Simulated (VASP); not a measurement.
# Ge in VASP: further runs

Aim: see how the results for Ge move with the level of theory and the settings. Levels: PBE, LDA. Tasks: single point.

Program: VASP 6.6.1. These are calculated values, not measurements. Logs are shortened: lines on timing, memory, paths and dates and some standing lists are left out, and cuts for length are marked.

## 1. The cell of the first run

Symmetry: I4_1/amd, No. 141, tetragonal system. Conventional cell: a = 5.130 Å, b = 5.130 Å, c = 2.617 Å, α = 90.00°, β = 90.00°, γ = 90.00°. Ge (site symmetry -4m2) has 10 Ge at 2.62 to 3.23 Å within 3.5 Å.

## 2. Single point, PBE (strained)

File INCAR:

```
ALGO = Fast
EDIFF = 1E-6
ENCUT = 520
GGA = PE
ISIF = 2
ISMEAR = 0
LASPH = True
LCHARG = True
LELF = True
LREAL = False
LVHAR = True
LWAVE = False
NBANDS = 21
NELM = 60
PREC = Accurate
SIGMA = 0.1
```

File KPOINTS:

```
k-points
0
Gamma
  16 16 16
```

File POSCAR:

```
Ge
1.0
   -2.5650155968      2.5650155968      1.3084254061
    2.5650155968     -2.5650155968      1.3084254061
    2.5650155968      2.5650155968     -1.3084254061
Ge
2
Direct
    0.2500000000      0.7500000000      0.5000000000
    0.5000000000      0.5000000000      0.0000000000
```

Potentials or basis: VASP PAW PBE potentials, release 64 (Ge_d).

Launch:

```console
cat potpaw_PBE.64/Ge_d/POTCAR > POTCAR
mpirun -np 1 vasp_std > vasp.out
```

OUTCAR:

```text
EDIFF = 1E-6
   ENCUT = 520
   GGA = PE
   ISIF = 2
   ISMEAR = 0
   LASPH = True
   LREAL = False
   NELM = 60
   PREC = Accurate

 ion  position               nearest neighbor table
   1  0.250  0.750  0.500-   2 2.65   2 2.65   2 2.65   2 2.65
   2  0.500  0.500  0.000-   1 2.65   1 2.65   1 2.65   1 2.65

  LATTYP: Found a body centered tetragonal cell.
 ALAT       =     5.1300311936
 C/A-ratio  =     0.5101042690

  Lattice vectors:

 A1 = (  -2.5650155968,   2.5650155968,   1.3084254061)
 A2 = (   2.5650155968,  -2.5650155968,   1.3084254061)
 A3 = (   2.5650155968,   2.5650155968,  -1.3084254061)

Analysis of symmetry for initial positions (statically):
=====================================================================
 Subroutine PRICEL returns:
 Original cell was already a primitive cell.

 Routine SETGRP: Setting up the symmetry group for a
 body centered tetragonal supercell.

 Subroutine GETGRP returns: Found 16 space group operations
 (whereof  8 operations were pure point group operations)
 out of a pool of 16 trial point group operations.

The static configuration has the point symmetry D_2d.
 The point group associated with its full space group is D_4h.

Analysis of symmetry for dynamics (positions and initial velocities):
=====================================================================
 Subroutine PRICEL returns:
 Original cell was already a primitive cell.

 Routine SETGRP: Setting up the symmetry group for a
 body centered tetragonal supercell.

 Subroutine GETGRP returns: Found 16 space group operations
 (whereof  8 operations were pure point group operations)
 out of a pool of 16 trial point group operations.

The dynamic configuration has the point symmetry D_2d.
 The point group associated with its full space group is D_4h.

 Subroutine INISYM returns: Found 16 space group operations
 (whereof  8 operations are pure point group operations),
 and found     1 'primitive' translations

----------------------------------------------------------------------------------------

                                     Primitive cell

  volume of cell :      34.4341

  direct lattice vectors                    reciprocal lattice vectors
    -2.565015597  2.565015597  1.308425406     0.000000000  0.194930589  0.382138712
     2.565015597 -2.565015597  1.308425406     0.194930589  0.000000000  0.382138712
     2.565015597  2.565015597 -1.308425406     0.194930589  0.194930589  0.000000000

  length of vectors
     3.856240017  3.856240017  3.856240017     0.428984767  0.428984767  0.275673482

  position of ions in fractional coordinates (direct lattice)
     0.250000000  0.750000000  0.500000000
     0.500000000  0.500000000  0.000000000

  ion indices of the primitive-cell ions
   primitive index   ion index
                 1           1
                 2           2

----------------------------------------------------------------------------------------

 KPOINTS: k-points

Automatic generation of k-mesh.
 Grid dimensions read from file:
 generate k-points for:   16   16   16

 Generating k-lattice:

  Cartesian coordinates                     Fractional coordinates (reciprocal lattice)
     0.000000000  0.012183162  0.023883670     0.062500000  0.000000000  0.000000000
     0.012183162  0.000000000  0.023883670     0.000000000  0.062500000  0.000000000
     0.012183162  0.012183162  0.000000000     0.000000000  0.000000000  0.062500000

  Length of vectors
     0.026811548  0.026811548  0.017229593

  Shift w.r.t. Gamma in fractional coordinates (k-lattice)
     0.000000000  0.000000000  0.000000000

 Subroutine IBZKPT returns following result:
 ===========================================

 Found    349 irreducible k-points:

 Following reciprocal coordinates:
            Coordinates               Weight
  0.000000  0.000000  0.000000      1.000000
  0.062500  0.000000 -0.000000      8.000000
  0.125000  0.000000 -0.000000      8.000000
  0.187500  0.000000 -0.000000      8.000000
  0.250000  0.000000 -0.000000      8.000000
  0.312500  0.000000 -0.000000      8.000000
[... 16 lines left out ...]
 -0.125000  0.062500  0.000000     16.000000
 -0.062500  0.062500  0.000000      4.000000
 [... further k-points ...]
   k-points           NKPTS =    349   k-points in BZ     NKDIM =    349   number of bands    NBANDS=     21
   number of dos      NEDOS =    301   number of ions     NIONS =      2
   total plane-waves  NPLWV =  27000
   dimension x,y,z NGX =    30 NGY =   30 NGZ =   30
   dimension x,y,z NGXF=    60 NGYF=   60 NGZF=   60
   ions per type =               2
   NGX,Y,Z   is equivalent  to a cutoff of  12.93, 12.93, 12.93 a.u.
   NGXF,Y,Z  is equivalent  to a cutoff of  25.87, 25.87, 25.87 a.u.
 SYSTEM =  unknown system
   PREC   = accura    normal or accurate (medium, high low for compatibility)
   ISTART =      0    job   : 0-new  1-cont  2-samecut
   ICHARG =      2    charge: 1-file 2-atom 10-const
   ISPIN  =      1    spin polarized calculation?
   LNONCOLLINEAR =      F non collinear calculations
   LSORBIT =      F    spin-orbit coupling
   LASPH  =      T    aspherical Exc in radial PAW
   ENCUT  =  520.0 eV  38.22 Ry    6.18 a.u.   7.17  7.17  7.17*2*pi/ulx,y,z
   NELM   =     60;   NELMIN=  2; NELMDL= -5     # of ELM steps
   EDIFF  = 0.1E-05   stopping-criterion for ELM
   LREAL  =      F    real-space projection
   EDIFFG = 0.1E-04   stopping-criterion for IOM
   NSW    =      0    number of steps for IOM
   IBRION =     -1    ionic relax: 0-MD 1-quasi-New 2-CG
   NFREE  =      0    steps in history (QN), initial steepest desc. (CG)
   ISIF   =      2    stress and relaxation
   ISYM   =      2    0-nonsym 1-usesym 2-fastsym
   POTIM  = 0.5000    time-step for ionic-motion
   TEBEG  =    0.0;   TEEND  =   0.0 temperature during run
   PSTRESS=    0.0 pullay stress
   NELECT =      28.0000    total number of electrons
   NUPDOWN=      -1.0000    fix difference up-down
   EMIN   =  10.00;   EMAX   =-10.00  energy-range for DOS
   EFERMI =   0.00;   METHOD = LEGACY
   ISMEAR =     0;   SIGMA  =   0.10  broadening in eV -4-tet -1-fermi 0-gaus
   EFERMI_NEDOS =   21; number of points for ismear=-14 and -15
   IALGO  =     68    algorithm
   IMIX   =      4    mixing-type and parameters
     AMIX     =   0.40;   BMIX     =  1.00
     AMIX_MAG =   1.60;   BMIX_MAG =  1.00
  volume/ion in A,a.u.               =      17.22       116.19
  Fermi-wavevector in a.u.,A,eV,Ry     =   1.528028  2.887553 31.767810  2.334868
  Thomas-Fermi vector in A             =   2.635843
   LORBIT       =      0    0 simple, 1 ext, 2 COOP (PROOUT), +10 PAW based schemes
   GGA     = PE    functional components
   LHFCALC =     F    Hartree Fock is set to
   AEXX    =    0.0000 exact exchange contribution
   IVDW    =     0    specifies the selected vdW correction
   LEPSILON=     F    determine dielectric tensor
   LRPA    =     F    only Hartree local field effects (RPA)
 non-spin polarized calculation
 RMM-DIIS sequential band-by-band and
 Gauss-broadening in eV      SIGMA  =   0.10
  energy-cutoff  :      520.00
  volume of cell :       34.43
 maximum number of plane-waves:       949
 NGX is ok and might be reduce to    30
   NGX = 15   NGY = 15   NGZ = 15

 number of electron      28.0000017 magnetization

 Free energy of the ion-electron system (eV)
  ---------------------------------------------------
  ext. energy  EPLUGINS =         0.00000000
  ---------------------------------------------------
  free energy    TOTEN  =        -8.41487518 eV

  energy without entropy =       -8.41154811  energy(sigma->0) =       -8.41321165

 E-fermi :   7.5996     XC(G=0): -11.6911

 val. band max:        7.5761869525   @ k =  -0.1875   0.4375   0.0625
 cond. band min:       7.6012417148   @ k =   0.3125   0.1250  -0.0000
 fundamental gap:      0.0250547623
 Fermi energy:         7.5995528365

 k-point     1 :       0.0000    0.0000    0.0000
  band No.  band energies     occupation
      1     -17.1922      2.00000
      2     -17.1918      2.00000
      3     -17.1593      2.00000
      4     -17.1096      2.00000
      5     -16.9609      2.00000
      6     -16.9609      2.00000
[... 13 lines left out ...]
     20      19.0640      0.00000
     21      19.9880      0.00000

 k-point     2 :       0.0625    0.0000   -0.0000
  band No.  band energies     occupation
      1     -17.1907      2.00000
      2     -17.1824      2.00000
      3     -17.1468      2.00000
      4     -17.1070      2.00000
      5     -16.9691      2.00000
      6     -16.9688      2.00000
[... 13 lines left out ...]
     20      19.0051      0.00000
     21      20.5732      0.00000

 k-point     3 :       0.1250    0.0000   -0.0000
  band No.  band energies     occupation
      1     -17.1849      2.00000
      2     -17.1550      2.00000
      3     -17.1146      2.00000
      4     -17.0995      2.00000
      5     -16.9861      2.00000
      6     -16.9831      2.00000
[... 13 lines left out ...]
     20      19.1565      0.00000
     21      19.8022      0.00000

 k-point     4 :       0.1875    0.0000   -0.0000
  band No.  band energies     occupation
      1     -17.1741      2.00000
      2     -17.1159      2.00000
      3     -17.0885      2.00000
      4     -17.0720      2.00000
      5     -17.0083      2.00000
      6     -16.9964      2.00000
[... 13 lines left out ...]
     20      18.1628      0.00000
     21      18.4426      0.00000

 k-point     5 :       0.2500    0.0000   -0.0000
  band No.  band energies     occupation
      1     -17.1615      2.00000
      2     -17.0791      2.00000
      3     -17.0767      2.00000
      4     -17.0414      2.00000
      5     -17.0311      2.00000
      6     -16.9988      2.00000
[... 13 lines left out ...]
     20      17.0254      0.00000
     21      18.2246      0.00000
[... 382 lines left out ...]
     20      18.3230      0.00000
     21      18.8613      0.00000

 k-point    22 :      -0.1875    0.0625   -0.0000
  band No.  band energies     occupation
      1     -17.1782      2.00000
      2     -17.1553      2.00000
      3     -17.1178      2.00000
      4     -17.0937      2.00000
      5     -16.9853      2.00000
      6     -16.9792      2.00000
[... 13 lines left out ...]
     20      19.4712      0.00000
     21      20.1389      0.00000

 k-point    23 :      -0.1250    0.0625    0.0000
  band No.  band energies     occupation
      1     -17.1860      2.00000
      2     -17.1825      2.00000
      3     -17.1484      2.00000
      4     -17.1028      2.00000
      5     -16.9694      2.00000
      6     -16.9671      2.00000
[... 13 lines left out ...]
     20      19.5726      0.00000
     21      21.0529      0.00000

 k-point    24 :      -0.0625    0.0625    0.0000
  band No.  band energies     occupation
      1     -17.1923      2.00000
      2     -17.1892      2.00000
      3     -17.1601      2.00000
      4     -17.1074      2.00000
      5     -16.9619      2.00000
      6     -16.9603      2.00000
[... 13 lines left out ...]
     20      19.3343      0.00000
     21      20.2351      0.00000

 [... further k-points ...]

------------------------ aborting loop because EDIFF is reached ----------------------------------------

  FORCE on cell =-STRESS in cart. coord.  units (eV):
  Direction    XX          YY          ZZ          XY          YZ          ZX
  --------------------------------------------------------------------------------------
  -------------------------------------------------------------------------------------
  Total        1.5668391      1.5668391      3.7223546      0.0000000     -0.0000000      0.0000000
  in kB       72.9031017     72.9031017    173.1965953      0.0000000     -0.0000000      0.0000000
  external PRESSURE =     106.3342662 kB  Pullay stress =       0.0000000 kB

 VOLUME and BASIS-vectors are now :
 -----------------------------------------------------------------------------
  energy-cutoff  :      520.00
  volume of cell :       34.43
      direct lattice vectors                 reciprocal lattice vectors
    -2.565015597  2.565015597  1.308425406     0.000000000  0.194930589  0.382138712
     2.565015597 -2.565015597  1.308425406     0.194930589  0.000000000  0.382138712
     2.565015597  2.565015597 -1.308425406     0.194930589  0.194930589  0.000000000

 POSITION                                       TOTAL-FORCE (eV/Angst)
 -----------------------------------------------------------------------------------
      2.56502      0.00000      0.65421        -0.000000      0.000000      0.000000
      0.00000      0.00000      1.30843         0.000000     -0.000000     -0.000000
 -----------------------------------------------------------------------------------
    total drift:                                0.000000     -0.000000      0.000000

  FREE ENERGIE OF THE ION-ELECTRON SYSTEM (eV)
  ---------------------------------------------------
  free  energy   TOTEN  =        -8.4148751849 eV

  energy  without entropy=       -8.4115481119  energy(sigma->0) =       -8.41321165
```

Wall time 3.4 min (1 thread of Intel Xeon Platinum 8375C at 2.90GHz (Ice Lake), shared host); peak memory 0.31 GiB.

What came out:

```yaml
Free_energy: -8.4149 eV
Pressure: 10.6 GPa
Band_gap_on_the_k_mesh: zero (band 14 reaches 9.36 eV, above the bottom of band 15 at 4.21 eV)
```

Caveat: the cell differs from its parent crystal (strained).

(Continued in part 2 of 3.)
